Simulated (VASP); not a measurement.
# Zn18O19 (a cell with a defect) in VASP: single point with PBE

Aim: the single point of Zn18O19 (a cell with a defect) with PBE.

All numbers are computed with VASP 6.6.1; they aren't measurements. Logs are shortened: lines on timing, memory, paths and dates and some standing lists are left out, and cuts for length are marked.

## 1. The cell of the first run

The cell holds a defect, 37 atoms: a = 7.764 Å, b = 7.764 Å, c = 7.764 Å, α = 78.63°, β = 78.63°, γ = 78.63°.

## 2. Single point, PBE

INCAR reads:

```
PREC = Accurate ; ENCUT = 520
EDIFF = 1E-6 ; ISMEAR = 0
SIGMA = 0.02 ; LREAL = Auto
LASPH = True ; NELM = 80
ALGO = Normal ; ISIF = 2
LWAVE = False ; LCHARG = False
GGA = PE ; NELECT = 332.0
NBANDS = 189
```

KPOINTS reads:

```
Automatic mesh
0
Gamma
  2 2 2
  0.5 0.5 0.5
```

POSCAR reads:

```
Zn18O19
1.0
   -0.0000000001     -5.6800656690     -5.2931776513
   -4.9190811645      2.8400328345     -5.2931776513
    4.9190811645      2.8400328344     -5.2931776513
Zn O
18 19
Direct
    0.3546771102      0.0559599505      0.0664942099
    0.0691933218      0.3936307121      0.0529453262
    0.3942441822      0.7186937369      0.3944015911
    0.3988182106      0.3902009745      0.7212866920
    0.0639132248      0.0574149983      0.3847279932
    0.7318379623      0.6794112964      0.0664174859
    0.7329351650      0.3885391553      0.3845177129
    0.0655852817      0.7233758959      0.7210698297
    0.7418060110      0.0667726646      0.6823526679
    0.4483131174      0.4353543579      0.1150390076
    0.1111814348      0.7725231610      0.1150131910
    0.4501977083      0.1087940871      0.4456401501
    0.4539618589      0.7786439662      0.7883318281
    0.1203897699      0.4447004174      0.4451868075
    0.8046702128      0.1285681275      0.1214787972
    0.7842879392      0.7745273678      0.4458946862
    0.1162127116      0.1136592856      0.7713138799
    0.7890902151      0.4408660519      0.7716125047
    0.2521935181      0.9245097934      0.9267503959
    0.9470016906      0.2715603552      0.9231582372
    0.2713797205      0.5956715969      0.2613450055
    0.2730430031      0.2634878581      0.5956836472
    0.9351633677      0.9265684207      0.2661996403
    0.5999586176      0.5769955108      0.9268883781
    0.6025121870      0.2594794538      0.2661309245
    0.9390942206      0.5973730497      0.5956198517
    0.6019068636      0.9263552454      0.5969392878
    0.3278080244      0.3127467102      0.9828497796
    0.9885734727      0.6522916726      0.9826185496
    0.3225711711      0.9806311491      0.3269582109
    0.3275388456      0.6520555493      0.6572608349
    0.9956885077      0.3201003695      0.3149159107
    0.5912717624      0.9157912573      1.0083370216
    0.6561758936      0.6472758616      0.3268357990
    1.0009312817      0.9836955477      0.6420873590
    0.6592030402      0.3260419631      0.6419179849
    0.7167762873      1.0435830200      0.9404572202
```

Potentials or basis: VASP PAW PBE potentials, release 64 (Zn, O).

Launch:

```console
cat potpaw_PBE.64/Zn/POTCAR potpaw_PBE.64/O/POTCAR > POTCAR
mpirun -np 1 vasp_std > vasp.out
```

OUTCAR:

```text
PREC = Accurate
   ENCUT = 520
   EDIFF = 1E-6
   ISMEAR = 0
   LREAL = Auto
   LASPH = True
   NELM = 80
   ISIF = 2
   GGA = PE
   NELECT = 332.0

 ion  position               nearest neighbor table
   1  0.355  0.056  0.066-  28 1.95  33 1.96  30 1.97  19 1.99   5 3.00
   2  0.069  0.394  0.053-  20 1.98  28 1.98  29 1.98  32 2.00
   3  0.394  0.719  0.394-  34 1.99  30 1.99  31 1.99  21 2.01
   4  0.399  0.390  0.721-  36 1.99  31 1.99  28 2.00  22 2.00
   5  0.064  0.057  0.385-  35 1.96  30 1.97  32 2.00  23 2.00   1 3.00  15 3.05
   6  0.732  0.679  0.066-  29 1.95  33 1.96  34 1.97  24 1.99   7 3.00
   7  0.733  0.389  0.385-  36 1.96  34 1.97  32 2.00  25 2.00   6 3.00  15 3.05
   8  0.066  0.723  0.721-  35 1.99  31 1.99  29 2.00  26 2.00
   9  0.742  0.067  0.682-  37 1.95  27 1.96  35 1.97  36 1.97
  10  0.448  0.435  0.115-  24 1.98  28 1.99  25 1.99  21 2.00
  11  0.111  0.773  0.115-  19 1.98  29 1.99  23 1.99  21 2.00
  12  0.450  0.109  0.446-  30 1.98  22 1.99  25 1.99  27 2.00
  13  0.454  0.779  0.788-  19 2.00  24 2.00  27 2.00  31 2.03
  14  0.120  0.445  0.445-  22 2.00  26 2.00  21 2.00  32 2.01
  15  0.805  0.129  0.121-  37 1.95  23 1.97  25 1.97  20 1.99   5 3.05   7 3.05
  16  0.784  0.775  0.446-  34 1.98  26 1.99  23 1.99  27 2.00
  17  0.116  0.114  0.771-  19 1.98  35 1.98  20 1.99  22 1.99
  18  0.789  0.441  0.772-  24 1.98  36 1.98  20 1.98  26 1.99
  19  0.252  0.925  0.927-  17 1.98  11 1.98   1 1.99  13 2.00
  20  0.947  0.272  0.923-   2 1.98  18 1.98  17 1.99  15 1.99
  21  0.271  0.596  0.261-  11 2.00  10 2.00  14 2.00   3 2.01
[... 9 lines left out ...]
  31  0.328  0.652  0.657-   4 1.99   8 1.99   3 1.99  13 2.03
  32  0.996  0.320  0.315-   5 2.00   7 2.00   2 2.00  14 2.01
  33  0.591  0.916  0.008-  37 1.48   6 1.96   1 1.96
  34  0.656  0.647  0.327-   7 1.97   6 1.97  16 1.98   3 1.99
  35  0.001  0.984  0.642-   5 1.96   9 1.97  17 1.98   8 1.99
  36  0.659  0.326  0.642-   7 1.96   9 1.97  18 1.98   4 1.99
  37  0.717  0.044  0.940-  33 1.48  15 1.95   9 1.95

  LATTYP: Found a trigonal (rhomboedric) cell.
 ALAT       =     7.7640759690
 COS(alpha) =     0.1971795618

  Lattice vectors:

 A1 = (  -0.0000000001,  -5.6800656690,  -5.2931776513)
 A2 = (  -4.9190811645,   2.8400328345,  -5.2931776513)
 A3 = (   4.9190811645,   2.8400328344,  -5.2931776513)

Analysis of symmetry for initial positions (statically):
=====================================================================
 Subroutine PRICEL returns:
 Original cell was already a primitive cell.

 Routine SETGRP: Setting up the symmetry group for a
 trigonal (rhombohedral) supercell.

 Subroutine GETGRP returns: Found  1 space group operations
 (whereof  1 operations were pure point group operations)
[... 174 lines left out ...]
   TEBEG  =    0.0;   TEEND  =   0.0 temperature during run
   PSTRESS=    0.0 pullay stress
   NELECT =     332.0000    total number of electrons
   NUPDOWN=      -1.0000    fix difference up-down
   EMIN   =  10.00;   EMAX   =-10.00  energy-range for DOS
   EFERMI =   0.00;   METHOD = LEGACY
   ISMEAR =     0;   SIGMA  =   0.02  broadening in eV -4-tet -1-fermi 0-gaus
   EFERMI_NEDOS =   21; number of points for ismear=-14 and -15
   IALGO  =     38    algorithm
   IMIX   =      4    mixing-type and parameters
     AMIX     =   0.40;   BMIX     =  1.00
     AMIX_MAG =   1.60;   BMIX_MAG =  1.00
  volume/ion in A,a.u.               =      11.99        80.92
  Fermi-wavevector in a.u.,A,eV,Ry     =   1.486264  2.808631 30.054990  2.208979
  Thomas-Fermi vector in A             =   2.599572
   LORBIT       =      0    0 simple, 1 ext, 2 COOP (PROOUT), +10 PAW based schemes
   GGA     = PE    functional components
   LHFCALC =     F    Hartree Fock is set to
   AEXX    =    0.0000 exact exchange contribution
   IVDW    =     0    specifies the selected vdW correction
   LEPSILON=     F    determine dielectric tensor
   LRPA    =     F    only Hartree local field effects (RPA)
 non-spin polarized calculation
 Gauss-broadening in eV      SIGMA  =   0.02
  energy-cutoff  :      520.00
  volume of cell :      443.69
 maximum number of plane-waves:     11981
 NGX is ok and might be reduce to    60
   NGX = 29   NGY = 29   NGZ = 29

 number of electron     331.9999991 magnetization

 Free energy of the ion-electron system (eV)
  ---------------------------------------------------
  ext. energy  EPLUGINS =         0.00000000
  ---------------------------------------------------
  free energy    TOTEN  =      -157.40144456 eV

  energy without entropy =     -157.40144456  energy(sigma->0) =     -157.40144456

 E-fermi :   3.4528     XC(G=0): -10.9343

 val. band max:        3.2948753443   @ k =   0.2500  -0.2500   0.2500
 cond. band min:       4.4897388895   @ k =   0.2500  -0.2500   0.2500
 fundamental gap:      1.1948635453
 Fermi energy:         3.4527860736

 k-point     1 :       0.2500    0.2500    0.2500
  band No.  band energies     occupation
      1     -19.7746      2.00000
      2     -16.7610      2.00000
      3     -16.4592      2.00000
      4     -16.4565      2.00000
      5     -16.3543      2.00000
      6     -16.3242      2.00000
[... 713 lines left out ...]
    177       7.0668      0.00000
    178       7.3191      0.00000
 [bands above 178 left out]

------------------------ aborting loop because EDIFF is reached ----------------------------------------

  FORCE on cell =-STRESS in cart. coord.  units (eV):
  Direction    XX          YY          ZZ          XY          YZ          ZX
  --------------------------------------------------------------------------------------
  -------------------------------------------------------------------------------------
  Total       33.9256833     32.3582057     33.7140700      1.3261681      0.3839169      0.6403361
  in kB      122.5079059    116.8476395    121.7437560      4.7888813      1.3863496      2.3122963
  external PRESSURE =     120.3664338 kB  Pullay stress =       0.0000000 kB

 VOLUME and BASIS-vectors are now :
 -----------------------------------------------------------------------------
  energy-cutoff  :      520.00
  volume of cell :      443.69
      direct lattice vectors                 reciprocal lattice vectors
    -0.000000000 -5.680065669 -5.293177651    -0.000000000 -0.117369535 -0.062974144
    -4.919081164  2.840032835 -5.293177651    -0.101644999  0.058684768 -0.062974144
     4.919081164  2.840032834 -5.293177651     0.101644999  0.058684768 -0.062974144

 POSITION                                       TOTAL-FORCE (eV/Angst)
 -----------------------------------------------------------------------------------
      0.05182     -1.66682     -2.52554        -0.000533      0.009400     -0.006523
     -1.67586      0.87527     -2.73006         0.006004      0.003599     -0.000962
     -1.59522      0.92189     -7.97862        -0.004072     -0.004350      0.001813
      1.62864      0.89135     -7.99432         0.006657     -0.009703      0.000581
      1.61008      0.89267     -2.67865        -0.011052     -0.001575      0.024593
     -3.01537     -2.03871     -7.82155         0.002798     -0.000497     -0.001756
[... 29 lines left out ...]
      1.55382     -0.99528     -8.61286         0.008493      0.020205      0.000636
      4.41180     -1.27663     -9.00272        -0.068714     -0.043154     -0.091243
 -----------------------------------------------------------------------------------
    total drift:                               -0.000714     -0.005243     -0.001421

  FREE ENERGIE OF THE ION-ELECTRON SYSTEM (eV)
  ---------------------------------------------------
  free  energy   TOTEN  =      -157.4014445623 eV

  energy  without entropy=     -157.4014445623  energy(sigma->0) =     -157.40144456
```

OSZICAR:

```text
N       E                     dE             d eps       ncg     rms          rms(c)
DAV:   1     0.487683199729E+04    0.48768E+04   -0.14683E+05  1512   0.256E+03
DAV:   2     0.100985871932E+04   -0.38670E+04   -0.37300E+04  1512   0.714E+02
DAV:   3    -0.482823738711E+02   -0.10581E+04   -0.10166E+04  1572   0.289E+02
DAV:   4    -0.184269281768E+03   -0.13599E+03   -0.13408E+03  1680   0.110E+02
DAV:   5    -0.188627860541E+03   -0.43586E+01   -0.43210E+01  1680   0.201E+01    0.443E+01
DAV:   6    -0.155322420246E+03    0.33305E+02   -0.12813E+02  2480   0.775E+01    0.259E+01
DAV:   7    -0.157915889948E+03   -0.25935E+01   -0.35281E+01  1632   0.214E+01    0.162E+01
DAV:   8    -0.158448407550E+03   -0.53252E+00   -0.14981E+01  2184   0.184E+01    0.717E+00
DAV:   9    -0.157327935631E+03    0.11205E+01   -0.46117E+00  2632   0.160E+01    0.138E+00
DAV:  10    -0.157405646427E+03   -0.77711E-01   -0.11902E+00  1608   0.293E+00    0.664E-01
DAV:  11    -0.157400892668E+03    0.47538E-02   -0.35593E-02  2016   0.932E-01    0.322E-01
DAV:  12    -0.157400922499E+03   -0.29831E-04   -0.10718E-02  1992   0.559E-01    0.138E-01
DAV:  13    -0.157401309424E+03   -0.38693E-03   -0.21683E-03  2240   0.402E-01    0.666E-02
DAV:  14    -0.157401409055E+03   -0.99631E-04   -0.97741E-04  1760   0.169E-01    0.365E-02
DAV:  15    -0.157401440880E+03   -0.31825E-04   -0.27849E-04  2176   0.113E-01    0.222E-02
DAV:  16    -0.157401439795E+03    0.10856E-05   -0.54464E-05  1952   0.677E-02    0.138E-02
DAV:  17    -0.157401445483E+03   -0.56887E-05   -0.45725E-05  2176   0.290E-02    0.109E-02
DAV:  18    -0.157401444562E+03    0.92088E-06   -0.95642E-06  1464   0.163E-02
   1 F= -.15740144E+03 E0= -.15740144E+03  d E =-.475768E-29
```

stdout:

```text
POSCAR found type information on POSCAR ZnO
 POSCAR found :  2 types and      37 ions
 scaLAPACK will be used
 LDA part: xc-table for (Slater+PW92), standard interpolation
 POSCAR, INCAR and KPOINTS ok, starting setup
 FFT: planning ... GRIDC
 FFT: planning ... GRID_SOFT
 FFT: planning ... GRID
 WAVECAR not read
 entering main loop
 the old and the new charge density differ
 old charge density:   330.00000 new  332.00000
    0.443E+01
```

Run time: 19 min. Hardware: 1 thread of Oxide Virtual Turin-like, shared host; peak memory 0.57 GiB.

What came out:

```yaml
Free_energy: -157.4014 eV
Largest_force: 0.122 eV/Å
```

Forces on the atoms (eV/Å):
```
Zn  -0.001  0.009 -0.007
Zn   0.006  0.004 -0.001
Zn  -0.004 -0.004  0.002
Zn   0.007 -0.010  0.001
Zn  -0.011 -0.002  0.025
Zn   0.003  0.000 -0.002
Zn  -0.006 -0.007  0.017
Zn  -0.003  0.001 -0.002
Zn  -0.018 -0.009  0.033
Zn   0.004 -0.002 -0.003
Zn   0.004  0.006 -0.005
Zn   0.013 -0.012 -0.002
Zn  -0.007 -0.009 -0.027
Zn   0.003  0.004 -0.002
Zn   0.005  0.010 -0.020
Zn  -0.009  0.019 -0.001
Zn   0.007  0.000 -0.001
Zn  -0.005  0.007  0.003
O   -0.008  0.001  0.020
O    0.007 -0.001  0.003
O   -0.003 -0.006 -0.002
O   -0.007  0.006 -0.002
O    0.014 -0.003 -0.004
O    0.003 -0.007  0.017
O    0.008  0.013 -0.002
O    0.007 -0.009 -0.002
O   -0.003 -0.001  0.020
O   -0.018  0.002  0.000
O   -0.005 -0.007  0.001
O    0.014 -0.002 -0.010
O   -0.006  0.003 -0.009
O   -0.009 -0.002 -0.015
O    0.053  0.027  0.077
O    0.008  0.009 -0.004
O    0.019 -0.005 -0.006
O    0.008  0.020  0.001
O   -0.069 -0.043 -0.091
```

Levels at points of the mesh, in eV from the Fermi level:
| k point | band 164 | band 165 | band 166 | band 167 | band 168 | band 169 |
| --- | --- | --- | --- | --- | --- | --- |
| (0.25, 0.25, 0.25) | -2.35 | -2.26 | -0.58 | 1.43 | 1.69 | 1.76 |

Caveat: the cell carries a net charge on a neutralising background, which shifts energy and pressure; the cell is charged against a uniform background, so pressure and absolute levels hang on convention.
